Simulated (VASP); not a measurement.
# MgO in VASP: notebook

The runs below take MgO through single point, with LDA, r2SCAN.

All numbers are computed with VASP 6.6.1; they aren't measurements. Logs are shortened: lines on timing, memory, paths and dates and some standing lists are left out, and cuts for length are marked.

**Measured values to compare with.**

From “Electronic structure of alkaline earth and post-transition metal oxides”, 2009, arxiv:0908.1581, for a bulk crystal of MgO: band gap 7.83 eV.

The runs below are set against these values where they give the same quantity.

### 1 The cell of the first run

It takes space group Fm-3m (No. 225, cubic). The conventional cell has a = 4.138 Å, b = 4.138 Å, c = 4.138 Å, α = 90.00°, β = 90.00°, γ = 90.00°. Mg (site symmetry m-3m) has 6 O at 2.07 Å within 2.7 Å. O (site symmetry m-3m) has 6 Mg at 2.07 Å within 2.7 Å.

### 2 Single point, LDA

INCAR

```
SYSTEM = MgO
ALGO = Normal
EDIFF = 1E-6
ENCUT = 520
ISIF = 2
ISMEAR = 0
LASPH = .TRUE.
LCHARG = .FALSE.
LREAL = .FALSE.
LWAVE = .FALSE.
NBANDS = 11
NELM = 80
PREC = Accurate
SIGMA = 0.01
```

KPOINTS

```
k-points
0
G
  10 10 10
  0 0 0
```

POSCAR

```
MgO
1.0
    0.0000000000      2.0691942522      2.0691942522
    2.0691942522      0.0000000000      2.0691942522
    2.0691942522      2.0691942522      0.0000000000
Mg O
1 1
Direct
    0.0000000000      0.0000000000      0.0000000000
    0.5000000000      0.5000000000      0.5000000000
```

Potentials or basis: VASP PAW LDA potentials, release 64 (Mg, O).

Started as:

```
> cat potpaw_LDA.64/Mg/POTCAR potpaw_LDA.64/O/POTCAR > POTCAR
> mpirun -np 1 vasp_std > vasp.out
```

OUTCAR:

```text
SYSTEM = MgO
   EDIFF = 1E-6
   ENCUT = 520
   ISIF = 2
   ISMEAR = 0
   LASPH = .TRUE.
   LREAL = .FALSE.
   NELM = 80
   PREC = Accurate

 ion  position               nearest neighbor table
   1  0.000  0.000  0.000-   2 2.07   2 2.07   2 2.07   2 2.07   2 2.07   2 2.07
   2  0.500  0.500  0.500-   1 2.07   1 2.07   1 2.07   1 2.07   1 2.07   1 2.07

  LATTYP: Found a face centered cubic cell.
 ALAT       =     4.1383885044

  Lattice vectors:

 A1 = (   0.0000000000,   2.0691942522,   2.0691942522)
 A2 = (   2.0691942522,   0.0000000000,   2.0691942522)
 A3 = (   2.0691942522,   2.0691942522,   0.0000000000)

Analysis of symmetry for initial positions (statically):
=====================================================================
 Subroutine PRICEL returns:
 Original cell was already a primitive cell.

 Routine SETGRP: Setting up the symmetry group for a
 face centered cubic supercell.

 Subroutine GETGRP returns: Found 48 space group operations
[... 9 lines left out ...]

 Routine SETGRP: Setting up the symmetry group for a
 face centered cubic supercell.

 Subroutine GETGRP returns: Found 48 space group operations
[... 11 lines left out ...]
                                     Primitive cell

  volume of cell :      17.7188

  direct lattice vectors                    reciprocal lattice vectors
     0.000000000  2.069194252  2.069194252    -0.241639952  0.241639952  0.241639952
     2.069194252  0.000000000  2.069194252     0.241639952 -0.241639952  0.241639952
     2.069194252  2.069194252  0.000000000     0.241639952  0.241639952 -0.241639952

  length of vectors
     2.926282575  2.926282575  2.926282575     0.418532674  0.418532674  0.418532674

  position of ions in fractional coordinates (direct lattice)
     0.000000000  0.000000000  0.000000000
     0.500000000  0.500000000  0.500000000

  ion indices of the primitive-cell ions
   primitive index   ion index
                 1           1
                 2           2

----------------------------------------------------------------------------------------

 KPOINTS: k-points

Automatic generation of k-mesh.
 Grid dimensions read from file:
 generate k-points for:   10   10   10

 Generating k-lattice:

  Cartesian coordinates                     Fractional coordinates (reciprocal lattice)
    -0.024163995  0.024163995  0.024163995     0.100000000  0.000000000  0.000000000
     0.024163995 -0.024163995  0.024163995     0.000000000  0.100000000  0.000000000
[... 63 lines left out ...]
   NFREE  =      0    steps in history (QN), initial steepest desc. (CG)
   ISIF   =      2    stress and relaxation
   ISYM   =      2    0-nonsym 1-usesym 2-fastsym
   POTIM  = 0.5000    time-step for ionic-motion
   TEBEG  =    0.0;   TEEND  =   0.0 temperature during run
   PSTRESS=    0.0 pullay stress
   NELECT =       8.0000    total number of electrons
   NUPDOWN=      -1.0000    fix difference up-down
   EMIN   =  10.00;   EMAX   =-10.00  energy-range for DOS
   EFERMI =   0.00;   METHOD = LEGACY
   ISMEAR =     0;   SIGMA  =   0.01  broadening in eV -4-tet -1-fermi 0-gaus
   EFERMI_NEDOS =   21; number of points for ismear=-14 and -15
   IALGO  =     38    algorithm
   IMIX   =      4    mixing-type and parameters
     AMIX     =   0.40;   BMIX     =  1.00
     AMIX_MAG =   1.60;   BMIX_MAG =  1.00
  volume/ion in A,a.u.               =       8.86        59.79
  Fermi-wavevector in a.u.,A,eV,Ry     =   1.255915  2.373335 21.460774  1.577322
  Thomas-Fermi vector in A             =   2.389648
   LORBIT       =      0    0 simple, 1 ext, 2 COOP (PROOUT), +10 PAW based schemes
   GGA     = CA    functional components
   LHFCALC =     F    Hartree Fock is set to
   AEXX    =    0.0000 exact exchange contribution
   IVDW    =     0    specifies the selected vdW correction
   LEPSILON=     F    determine dielectric tensor
   LRPA    =     F    only Hartree local field effects (RPA)
 non-spin polarized calculation
 Gauss-broadening in eV      SIGMA  =   0.01
  energy-cutoff  :      520.00
  volume of cell :       17.72
 maximum number of plane-waves:       531
 NGX is ok and might be reduce to    24
   NGX = 11   NGY = 11   NGZ = 11

 number of electron       7.9999998 magnetization

 Free energy of the ion-electron system (eV)
  ---------------------------------------------------
  ext. energy  EPLUGINS =         0.00000000
  ---------------------------------------------------
  free energy    TOTEN  =       -13.44502078 eV

  energy without entropy =      -13.44502078  energy(sigma->0) =      -13.44502078

 E-fermi :   3.4178     XC(G=0): -11.8497

 val. band max:        3.2943525034   @ k =   0.0000   0.0000   0.0000
 cond. band min:       8.4846486972   @ k =   0.0000   0.0000   0.0000
 fundamental gap:      5.1902961938
 Fermi energy:         3.4178041593

 k-point     1 :       0.0000    0.0000    0.0000
  band No.  band energies     occupation
      1     -13.9947      2.00000
      2       3.2944      2.00000
      3       3.2944      2.00000
      4       3.2944      2.00000
      5       8.4846      0.00000
      6      19.1065      0.00000
      7      19.1065      0.00000
      8      19.1065      0.00000
      9      23.2718      0.00000
     10      24.9819      0.00000
     11      24.9819      0.00000
[... 309 lines left out ...]
 k-point    24 :       0.4000    0.3000    0.0000
  band No.  band energies     occupation
      1     -12.5659      2.00000
      2      -0.5120      2.00000
      3       1.8851      2.00000
      4       2.1238      2.00000
      5      13.0938      0.00000
      6      13.5322      0.00000
      7      17.1842      0.00000
      8      21.8523      0.00000
      9      22.0728      0.00000
     10      28.5160      0.00000
     11      31.0632      0.00000

 [... further k-points ...]

------------------------ aborting loop because EDIFF is reached ----------------------------------------

  FORCE on cell =-STRESS in cart. coord.  units (eV):
  Direction    XX          YY          ZZ          XY          YZ          ZX
  --------------------------------------------------------------------------------------
  -------------------------------------------------------------------------------------
  Total        0.1094021      0.1094021      0.1094021     -0.0000000      0.0000000      0.0000000
  in kB        9.8924174      9.8924174      9.8924174     -0.0000000      0.0000000      0.0000000
  external PRESSURE =       9.8924174 kB  Pullay stress =       0.0000000 kB

 VOLUME and BASIS-vectors are now :
 -----------------------------------------------------------------------------
  energy-cutoff  :      520.00
  volume of cell :       17.72
      direct lattice vectors                 reciprocal lattice vectors
     0.000000000  2.069194252  2.069194252    -0.241639952  0.241639952  0.241639952
     2.069194252  0.000000000  2.069194252     0.241639952 -0.241639952  0.241639952
     2.069194252  2.069194252  0.000000000     0.241639952  0.241639952 -0.241639952

 POSITION                                       TOTAL-FORCE (eV/Angst)
 -----------------------------------------------------------------------------------
      0.00000      0.00000      0.00000        -0.000000     -0.000000      0.000000
      2.06919      2.06919      2.06919         0.000000      0.000000     -0.000000
 -----------------------------------------------------------------------------------
    total drift:                               -0.000000     -0.000000      0.000000

  FREE ENERGIE OF THE ION-ELECTRON SYSTEM (eV)
  ---------------------------------------------------
  free  energy   TOTEN  =       -13.4450207837 eV

  energy  without entropy=      -13.4450207837  energy(sigma->0) =      -13.44502078
```

Run time: 8.9 s. Hardware: 1 thread of Intel Xeon 8259CL, shared host; peak memory 0.13 GiB.

What came out:

* Free energy: -13.4450 eV
* Pressure: 1.0 GPa
* Band gap on the k mesh: 5.19 eV, direct

Levels at points of the mesh, in eV from the valence-band top:
```
           k point  band 1  band 2  band 3  band 4  band 5  band 6  band 7  band 8  band 9
(0.00, 0.00, 0.00)  -17.29    0.00    0.00    0.00    5.19   15.81   15.81   15.81   19.98
(0.50, 0.00, 0.00)  -15.79   -4.94   -0.73   -0.73    8.07   13.00   16.54   16.54   21.36
(0.50, 0.50, 0.00)  -15.50   -4.38   -1.45   -1.45    8.94   10.29   13.46   19.45   19.45
```

### 3 Single point, LDA

This run uses another cell than the first one, of 9.13 Å³/atom, 1.030 times its volume.

INCAR

```
PREC = Accurate
ENCUT = 520
EDIFF = 1E-7
ISMEAR = 0
SIGMA = 0.01
LREAL = F
LASPH = T
NELM = 80
ALGO = Normal
ISIF = 2
LWAVE = F
LCHARG = F
GGA = CA
NBANDS = 11
```

KPOINTS

```
Automatic mesh
0
Gamma
  10 10 10
```

POSCAR

```
MgO
1.0
    0.0000000000      2.0899901744      2.0899901744
    2.0899901744      0.0000000000      2.0899901744
    2.0899901744      2.0899901744      0.0000000000
Mg O
1 1
Direct
    0.0000000000      0.0000000000      0.0000000000
    0.5000000000      0.5000000000      0.5000000000
```

Potentials or basis: VASP PAW LDA potentials, release 64 (Mg, O).

Started as:

```
> cat potpaw_LDA.64/Mg/POTCAR potpaw_LDA.64/O/POTCAR > POTCAR
> mpirun -np 1 vasp_std > vasp.out
```

Run time: 11 s. Hardware: 1 thread of Intel Xeon 8259CL, shared host; peak memory 0.13 GiB.

Results (log left out):

| Quantity | Value |
| --- | --- |
| Free energy | -13.4401 eV |
| Pressure | -4.2 GPa |
| Band gap on the k mesh | 4.88 eV, direct |

Levels at points of the mesh, in eV from the valence-band top:
```
           k point  band 1  band 2  band 3  band 4  band 5  band 6  band 7  band 8
(0.00, 0.00, 0.00)  -17.12    0.00    0.00    0.00    4.88   15.65   15.65   15.65
(0.50, 0.00, 0.00)  -15.71   -4.80   -0.69   -0.69    7.88   12.66   16.23   16.23
(0.50, 0.50, 0.00)  -15.43   -4.25   -1.41   -1.41    8.91    9.95   13.14   18.98
```

LDA gaps usually lie below the measured ones, often by a third to a half.

[end of part 1 of 2]
